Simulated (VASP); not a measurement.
# ScAgTe2 (P4/nmm) in VASP: single point with r2SCAN+rVV10

Aim: the single point of ScAgTe2 with r2SCAN+rVV10.

All numbers are computed with VASP 6.6.1; they aren't measurements. Logs are shortened: lines on timing, memory, paths and dates and some standing lists are left out, and cuts for length are marked.

**1. The cell of the first run**

The structure is tetragonal, space group P4/nmm (No. 129). Conventional cell: a = 4.119 Å, b = 4.119 Å, c = 12.329 Å, α = 90.00°, β = 90.00°, γ = 90.00°. Ag (site symmetry 4mm) has 6 Te at 2.91 to 3.36 Å within 3.8 Å. Within 3.7 Å of Te (site symmetry 4mm) lie 1 Sc at 2.77 Å and 5 Ag at 2.91 to 3.11 Å. Within 4.2 Å of Te (site symmetry 4mm) lie 5 Sc at 2.95 to 3.09 Å and 1 Ag at 3.36 Å and 8 Te at 3.91 to 4.12 Å. Sc (site symmetry 4mm) has 6 Te at 2.77 to 3.09 Å within 3.7 Å.

**2. Single point, r2SCAN+rVV10**

POSCAR reads:

```
ScAgTe2
1.0
    4.1192696357      0.0000000000      0.0000000000
    0.0000000000      4.1192696357      0.0000000000
    0.0000000000      0.0000000000     12.3294082755
Ag Te Sc
2 4 2
Direct
    0.5000000000      0.0000000000      0.8780328908
    0.0000000000      0.5000000000      0.1219671092
    0.5000000000      0.0000000000      0.1302556684
    0.0000000000      0.5000000000      0.3944158908
    0.5000000000      0.0000000000      0.6055841092
    0.0000000000      0.5000000000      0.8697443316
    0.5000000000      0.0000000000      0.3553068499
    0.0000000000      0.5000000000      0.6446931501
```

INCAR.step1 reads:

```
SYSTEM = ScAgTe2
ALGO     = Normal         ! electronic algorithm
EDIFF    = 1E-4           ! SCF threshold, eV
ENCUT    = 520            ! plane-wave cutoff, eV
GGA      = PE             ! functional
ISMEAR   = -1             ! smearing method
LASPH    = .TRUE.         ! aspherical terms in the spheres
LCHARG   = .FALSE.        ! write CHGCAR
LREAL    = .FALSE.        ! projectors in reciprocal space
LWAVE    = .TRUE.         ! write WAVECAR
NBANDS   = 44             ! bands
NELM     = 60             ! most SCF steps
PREC     = Accurate       ! precision mode
SIGMA    = 0.03           ! smearing width, eV
```

INCAR.step2 reads:

```
SYSTEM = ScAgTe2
ALGO     = Normal         ! electronic algorithm
BPARAM   = 11.95        
CPARAM   = 0.0093       
EDIFF    = 1E-6           ! SCF threshold, eV
ENCUT    = 520            ! plane-wave cutoff, eV
ISIF     = 2              ! what is computed and relaxed
ISMEAR   = -1             ! smearing method
ISTART   = 1            
IVDW_NL  = 2            
LASPH    = .TRUE.         ! aspherical terms in the spheres
LCHARG   = .FALSE.        ! write CHGCAR
LMIXTAU  = .TRUE.       
LREAL    = .FALSE.        ! projectors in reciprocal space
LUSE_VDW = .TRUE.       
LWAVE    = .FALSE.        ! write WAVECAR
METAGGA  = R2SCAN         ! meta-GGA
NBANDS   = 44             ! bands
NELM     = 60             ! most SCF steps
PREC     = Accurate       ! precision mode
SIGMA    = 0.03           ! smearing width, eV
```

KPOINTS reads:

```
k-points
0
G
  8 8 2
  0 0 0
```

Potentials or basis: VASP PAW PBE potentials, release 64 (Ag, Te, Sc_sv).

Started as:

```bash
$ cat potpaw_PBE.64/Ag/POTCAR potpaw_PBE.64/Te/POTCAR potpaw_PBE.64/Sc_sv/POTCAR > POTCAR
$ cp INCAR.step1 INCAR
$ mpirun -np 1 vasp_std > vasp.out
$ cp INCAR.step2 INCAR
$ mpirun -np 1 vasp_std > vasp.out
```

OUTCAR:

```text
SYSTEM = ScAgTe2
   BPARAM = 11.95
   EDIFF = 1E-6
   ENCUT = 520
   ISIF = 2
   ISMEAR = -1
   ISTART = 1
   IVDW_NL = 2
   LASPH = .TRUE.
   LREAL = .FALSE.
   METAGGA = R2SCAN
   NELM = 60
   PREC = Accurate

 ion  position               nearest neighbor table
   1  0.500  0.000  0.878-   6 2.91   6 2.91   6 2.91   6 2.91   3 3.11   5 3.36
   2  0.000  0.500  0.122-   3 2.91   3 2.91   3 2.91   3 2.91   6 3.11   4 3.36
   3  0.500  0.000  0.130-   7 2.77   2 2.91   2 2.91   2 2.91   2 2.91   1 3.11
   4  0.000  0.500  0.394-   7 2.95   7 2.95   7 2.95   7 2.95   8 3.09   2 3.36
   5  0.500  0.000  0.606-   8 2.95   8 2.95   8 2.95   8 2.95   7 3.09   1 3.36
   6  0.000  0.500  0.870-   8 2.77   1 2.91   1 2.91   1 2.91   1 2.91   2 3.11
   7  0.500  0.000  0.355-   3 2.77   4 2.95   4 2.95   4 2.95   4 2.95   5 3.09
   8  0.000  0.500  0.645-   6 2.77   5 2.95   5 2.95   5 2.95   5 2.95   4 3.09

  LATTYP: Found a simple tetragonal cell.
 ALAT       =     4.1192696357
 C/A-ratio  =     2.9931054206

  Lattice vectors:

 A1 = (   4.1192696357,   0.0000000000,   0.0000000000)
 A2 = (   0.0000000000,   4.1192696357,   0.0000000000)
 A3 = (   0.0000000000,   0.0000000000,  12.3294082755)

Analysis of symmetry for initial positions (statically):
=====================================================================
 Subroutine PRICEL returns:
 Original cell was already a primitive cell.

 Routine SETGRP: Setting up the symmetry group for a
 simple tetragonal supercell.

 Subroutine GETGRP returns: Found 16 space group operations
 (whereof  8 operations were pure point group operations)
 out of a pool of 16 trial point group operations.

The static configuration has the point symmetry D_2d.
 The point group associated with its full space group is D_4h.

Analysis of symmetry for dynamics (positions and initial velocities):
=====================================================================
 Subroutine PRICEL returns:
 Original cell was already a primitive cell.

 Routine SETGRP: Setting up the symmetry group for a
 simple tetragonal supercell.

 Subroutine GETGRP returns: Found 16 space group operations
 (whereof  8 operations were pure point group operations)
 out of a pool of 16 trial point group operations.

The dynamic configuration has the point symmetry D_2d.
 The point group associated with its full space group is D_4h.

 Subroutine INISYM returns: Found 16 space group operations
 (whereof  8 operations are pure point group operations),
 and found     1 'primitive' translations

----------------------------------------------------------------------------------------

                                     Primitive cell

  volume of cell :     209.2101

  direct lattice vectors                    reciprocal lattice vectors
     4.119269636  0.000000000  0.000000000     0.242761482  0.000000000  0.000000000
     0.000000000  4.119269636  0.000000000     0.000000000  0.242761482  0.000000000
     0.000000000  0.000000000 12.329408276     0.000000000  0.000000000  0.081106893

  length of vectors
     4.119269636  4.119269636 12.329408276     0.242761482  0.242761482  0.081106893

  position of ions in fractional coordinates (direct lattice)
     0.500000000  0.000000000  0.878032891
     0.000000000  0.500000000  0.121967109
     0.500000000  0.000000000  0.130255668
     0.000000000  0.500000000  0.394415891
     0.500000000  0.000000000  0.605584109
     0.000000000  0.500000000  0.869744332
     0.500000000  0.000000000  0.355306850
     0.000000000  0.500000000  0.644693150

  ion indices of the primitive-cell ions
   primitive index   ion index
                 1           1
                 2           2
                 3           3
                 4           4
                 5           5
                 6           6
                 7           7
                 8           8

----------------------------------------------------------------------------------------

 KPOINTS: k-points

Automatic generation of k-mesh.
 Grid dimensions read from file:
 generate k-points for:    8    8    2

 Generating k-lattice:

  Cartesian coordinates                     Fractional coordinates (reciprocal lattice)
     0.030345185  0.000000000  0.000000000     0.125000000  0.000000000  0.000000000
     0.000000000  0.030345185  0.000000000     0.000000000  0.125000000  0.000000000
     0.000000000  0.000000000  0.040553447     0.000000000  0.000000000  0.500000000

  Length of vectors
     0.030345185  0.030345185  0.040553447

  Shift w.r.t. Gamma in fractional coordinates (k-lattice)
     0.000000000  0.000000000  0.000000000

 Subroutine IBZKPT returns following result:
 ===========================================

 Found     30 irreducible k-points:

 Following reciprocal coordinates:
            Coordinates               Weight
  0.000000  0.000000  0.000000      1.000000
  0.125000  0.000000  0.000000      4.000000
  0.250000  0.000000  0.000000      4.000000
  0.375000  0.000000  0.000000      4.000000
  0.500000  0.000000  0.000000      2.000000
  0.125000  0.125000  0.000000      4.000000
[... 16 lines left out ...]
  0.375000  0.125000  0.500000      8.000000
  0.500000  0.125000  0.500000      4.000000
 [... further k-points ...]
   k-points           NKPTS =     30   k-points in BZ     NKDIM =     30   number of bands    NBANDS=     44
   number of dos      NEDOS =    301   number of ions     NIONS =      8
   total plane-waves  NPLWV =  98304
   dimension x,y,z NGX =    32 NGY =   32 NGZ =   96
   dimension x,y,z NGXF=    64 NGYF=   64 NGZF=  192
   ions per type =               2   4   2
   NGX,Y,Z   is equivalent  to a cutoff of  12.91, 12.91, 12.94 a.u.
   NGXF,Y,Z  is equivalent  to a cutoff of  25.83, 25.83, 25.89 a.u.
 SYSTEM =  ScAgTe2
   PREC   = accura    normal or accurate (medium, high low for compatibility)
   ISTART =      1    job   : 0-new  1-cont  2-samecut
   ICHARG =      0    charge: 1-file 2-atom 10-const
   ISPIN  =      1    spin polarized calculation?
   LNONCOLLINEAR =      F non collinear calculations
   LSORBIT =      F    spin-orbit coupling
   LASPH  =      T    aspherical Exc in radial PAW
   ENCUT  =  520.0 eV  38.22 Ry    6.18 a.u.   7.66  7.66 22.92*2*pi/ulx,y,z
   NELM   =     60;   NELMIN=  2; NELMDL=  0     # of ELM steps
   EDIFF  = 0.1E-05   stopping-criterion for ELM
   LREAL  =      F    real-space projection
   EDIFFG = 0.1E-04   stopping-criterion for IOM
   NSW    =      0    number of steps for IOM
   IBRION =     -1    ionic relax: 0-MD 1-quasi-New 2-CG
   NFREE  =      0    steps in history (QN), initial steepest desc. (CG)
   ISIF   =      2    stress and relaxation
   ISYM   =      2    0-nonsym 1-usesym 2-fastsym
   POTIM  = 0.5000    time-step for ionic-motion
   TEBEG  =    0.0;   TEEND  =   0.0 temperature during run
   PSTRESS=    0.0 pullay stress
   NELECT =      68.0000    total number of electrons
   NUPDOWN=      -1.0000    fix difference up-down
   EMIN   =  10.00;   EMAX   =-10.00  energy-range for DOS
   EFERMI =   0.00;   METHOD = LEGACY
   ISMEAR =    -1;   SIGMA  =   0.03  broadening in eV -4-tet -1-fermi 0-gaus
   EFERMI_NEDOS =   21; number of points for ismear=-14 and -15
   IALGO  =     38    algorithm
   IMIX   =      4    mixing-type and parameters
     AMIX     =   0.40;   BMIX     =  1.00
     AMIX_MAG =   1.60;   BMIX_MAG =  1.00
  volume/ion in A,a.u.               =      26.15       176.48
  Fermi-wavevector in a.u.,A,eV,Ry     =   1.125599  2.127073 17.238206  1.266972
  Thomas-Fermi vector in A             =   2.262276
   LORBIT       =      0    0 simple, 1 ext, 2 COOP (PROOUT), +10 PAW based schemes
   METAGGA = R2SCAN    functional components
   LHFCALC =     F    Hartree Fock is set to
   AEXX    =    0.0000 exact exchange contribution
   IVDW_NL    =     2    kernel type
   BPARAM     =11.9500
   IVDW    =     0    specifies the selected vdW correction
   LEPSILON=     F    determine dielectric tensor
   LRPA    =     F    only Hartree local field effects (RPA)
 non-spin polarized calculation
  energy-cutoff  :      520.00
  volume of cell :      209.21
 maximum number of plane-waves:      5676
 NGX is ok and might be reduce to    32
   NGX = 15   NGY = 15   NGZ = 45

 number of electron      67.9999994 magnetization

 Free energy of the ion-electron system (eV)
  ---------------------------------------------------
  ext. energy  EPLUGINS =         0.00000000
  ---------------------------------------------------
  free energy    TOTEN  =      -171.73016772 eV

  energy without entropy =     -171.72404895  energy(sigma->0) =     -171.72710834

 E-fermi :   6.4343     XC(G=0): -10.4656

 val. band max:        6.3943407129   @ k =   0.1250   0.1250   0.5000
 cond. band min:       6.4430429041   @ k =   0.3750   0.0000   0.0000
 fundamental gap:      0.0487021913
 Fermi energy:         6.4343480351

 k-point     1 :       0.0000    0.0000    0.0000
  band No.  band energies     occupation
      1     -46.4395      2.00000
      2     -46.4390      2.00000
      3     -24.1093      2.00000
      4     -24.1093      2.00000
      5     -24.1075      2.00000
      6     -24.1075      2.00000
[... 36 lines left out ...]
     43       8.0344      0.00000
     44       8.2872      0.00000

 k-point     2 :       0.1250    0.0000    0.0000
  band No.  band energies     occupation
      1     -46.4393      2.00000
      2     -46.4389      2.00000
      3     -24.1128      2.00000
      4     -24.1112      2.00000
      5     -24.1085      2.00000
      6     -24.1068      2.00000
[... 36 lines left out ...]
     43       8.1610      0.00000
     44       8.7090      0.00000

 k-point     3 :       0.2500    0.0000    0.0000
  band No.  band energies     occupation
      1     -46.4389      2.00000
      2     -46.4386      2.00000
      3     -24.1212      2.00000
      4     -24.1200      2.00000
      5     -24.1066      2.00000
      6     -24.1053      2.00000
[... 976 lines left out ...]
     43       9.1943      0.00000
     44       9.2377      0.00000

 k-point    24 :       0.5000    0.1250    0.5000
  band No.  band energies     occupation
      1     -46.4381      2.00000
      2     -46.4381      2.00000
      3     -24.1319      2.00000
      4     -24.1319      2.00000
      5     -24.1069      2.00000
      6     -24.1069      2.00000
[... 36 lines left out ...]
     43       9.5265      0.00000
     44       9.5265      0.00000

 [... further k-points ...]

------------------------ aborting loop because EDIFF is reached ----------------------------------------

  FORCE on cell =-STRESS in cart. coord.  units (eV):
  Direction    XX          YY          ZZ          XY          YZ          ZX
  --------------------------------------------------------------------------------------
  -------------------------------------------------------------------------------------
  Total        0.3220175      0.3220175      0.5372081      0.0000000     -0.0000000      0.0000000
  in kB        2.4660813      2.4660813      4.1140587      0.0000000     -0.0000000      0.0000000
  external PRESSURE =       3.0154071 kB  Pullay stress =       0.0000000 kB

 VOLUME and BASIS-vectors are now :
 -----------------------------------------------------------------------------
  energy-cutoff  :      520.00
  volume of cell :      209.21
      direct lattice vectors                 reciprocal lattice vectors
     4.119269636  0.000000000  0.000000000     0.242761482  0.000000000  0.000000000
     0.000000000  4.119269636  0.000000000     0.000000000  0.242761482  0.000000000
     0.000000000  0.000000000 12.329408276     0.000000000  0.000000000  0.081106893

 POSITION                                       TOTAL-FORCE (eV/Angst)
 -----------------------------------------------------------------------------------
      2.05963      0.00000     10.82563         0.000000     -0.000000     -0.005274
      0.00000      2.05963      1.50378        -0.000000     -0.000000      0.005274
      2.05963      0.00000      1.60598         0.000000     -0.000000     -0.021520
      0.00000      2.05963      4.86291         0.000000      0.000000      0.016485
      2.05963      0.00000      7.46649         0.000000     -0.000000     -0.016485
      0.00000      2.05963     10.72343         0.000000     -0.000000      0.021520
      2.05963      0.00000      4.38072         0.000000     -0.000000      0.004886
      0.00000      2.05963      7.94869         0.000000      0.000000     -0.004886
 -----------------------------------------------------------------------------------
    total drift:                                0.000000      0.000000      0.000000

  FREE ENERGIE OF THE ION-ELECTRON SYSTEM (eV)
  ---------------------------------------------------
  free  energy   TOTEN  =      -171.7301677194 eV

  energy  without entropy=     -171.7240489536  energy(sigma->0) =     -171.72710834
```

It took 11 min on 1 thread of Intel Xeon Platinum 8559C (Emerald Rapids), shared host; peak memory 0.84 GiB.

Results:

| Item | Value |
| --- | --- |
| Free energy | -171.7302 eV |
| Pressure | 0.3 GPa |
| Largest force | 0.022 eV/Å |
| Band gap on the k mesh | zero (bands 34 and 35 overlap by 1.22 eV) |

Forces on the atoms (eV/Å):
```
Ag   0.000  0.000 -0.005
Ag   0.000  0.000  0.005
Te   0.000  0.000 -0.022
Te   0.000  0.000  0.016
Te   0.000  0.000 -0.016
Te   0.000  0.000  0.022
Sc   0.000  0.000  0.005
Sc   0.000  0.000 -0.005
```

Stress tensor (GPa, compression positive):
```
0.25 0.00 0.00
0.00 0.25 0.00
0.00 0.00 0.41
```

Levels at points of the mesh, in eV from the Fermi level:
```csv
k point,band 32,band 33,band 34,band 35,band 36,band 37
"(0.00, 0.00, 0.00)",-1.08,-1.08,-1.04,-0.80,-0.40,0.62
"(0.50, 0.00, 0.00)",-1.64,0.41,0.41,1.28,1.28,1.44
"(0.50, 0.50, 0.00)",-2.89,-2.33,-2.33,0.57,0.57,0.60
"(0.00, 0.00, 0.50)",-1.38,-1.22,-1.22,-0.80,-0.40,0.62
"(0.50, 0.00, 0.50)",-1.29,0.42,0.42,0.99,0.99,1.46
"(0.50, 0.50, 0.50)",-3.06,-2.38,-2.38,0.72,0.72,0.98
```

Caveat: the PAW data sets were made with another functional, which shifts forces and pressure a little; spin-orbit coupling is left out, which moves the levels of the heavy elements.
